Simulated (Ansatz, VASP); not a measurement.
**HfO2: VASP beside Ansatz**

```
Hf O
1.0
     0.00000    2.49356    2.62144
     2.49356    0.00000    2.62144
     2.49356    2.49356    0.00000
Hf O
1 2
Direct
  0.00000 0.00000 0.00000
  0.25000 0.25000 0.25000
  0.75000 0.75000 0.75000
```

Change from the starting cell: strain -0.025 along x and y, +0.025 along z, atoms carried along.

Alike in both runs: task single point; functional r2SCAN; k mesh 8 × 8 × 8; occupations gaussian, width 0.05 eV; no spin polarisation.

|  | VASP | Ansatz |
| --- | --- | --- |
| version | VASP 6.6.1 | Ansatz 0.2.0 |
| potentials or method | VASP PAW PBE potentials, release 64 (Hf_pv, O), cutoff 520 eV | scalar-relativistic, plane waves, PAW |
| valence electrons in the cell | 22 | 38 |

```csv
,VASP,Ansatz,Ansatz less VASP
gap on the k mesh at the Fermi level (eV),3.80,3.80,0.000
least direct gap on the mesh (eV),3.97,3.96,-0.005
pressure (GPa),-5.8,-1.9,+3.88
"traceless stress, the component that is largest in VASP (GPa)",-16.68,-16.40,+0.281
```

VASP's potentials were made for PBE, not for r2SCAN. With one functional, cell and mesh, what is left measures potentials, basis and numerics. VASP's potentials hold 22 valence electrons a cell and Ansatz's 38, so a difference there can come from the potentials and not from the codes.

Spin-orbit coupling is off throughout.
